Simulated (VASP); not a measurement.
A run of VASP 6.6.1 is set up as follows.

INCAR

```
PREC     = Accurate       # precision mode
ENCUT    = 520            # plane-wave cutoff, eV
EDIFF    = 1E-6           # SCF threshold, eV
ISMEAR   = 0              # smearing method
SIGMA    = 0.1            # smearing width, eV
LREAL    = False          # projectors in reciprocal space
LASPH    = True           # aspherical terms in the spheres
NELM     = 60             # most SCF steps
ALGO     = Fast           # electronic algorithm
ISIF     = 2              # what is computed and relaxed
LWAVE    = False          # write WAVECAR
LCHARG   = False          # write CHGCAR
GGA      = PE             # functional
NBANDS   = 38             # bands
```

File KPOINTS:

```
regular mesh
0
Gamma
  10 10 10
```

The input POSCAR:

```
BMoW3
1.0
    4.2002588638      0.0000000000      0.0000000000
    0.0000000000      4.2002588638      0.0000000000
    0.0000000000      0.0000000000      4.2002588638
B Mo W
1 1 3
Direct
    0.5000000000      0.5000000000      0.5000000000
    0.0000000000      0.0000000000      0.0000000000
    0.5000000000      0.0000000000      0.5000000000
    0.0000000000      0.5000000000      0.5000000000
    0.5000000000      0.5000000000      0.0000000000
```

Potentials or basis: VASP PAW PBE potentials, release 64 (B, Mo_sv, W_sv).

Command:

```bash
$ cat potpaw_PBE.64/B/POTCAR potpaw_PBE.64/Mo_sv/POTCAR potpaw_PBE.64/W_sv/POTCAR > POTCAR
$ mpirun -np 1 vasp_std > vasp.out
```

Question: Predict the band gap on the k mesh.

Answer: Zero (an odd number of electrons rules out a gap without spin polarisation).

Question: Estimate the pressure.

Answer: 0.4 GPa.

Caveat: spin-orbit coupling is left out, which moves the levels of the heavy elements.
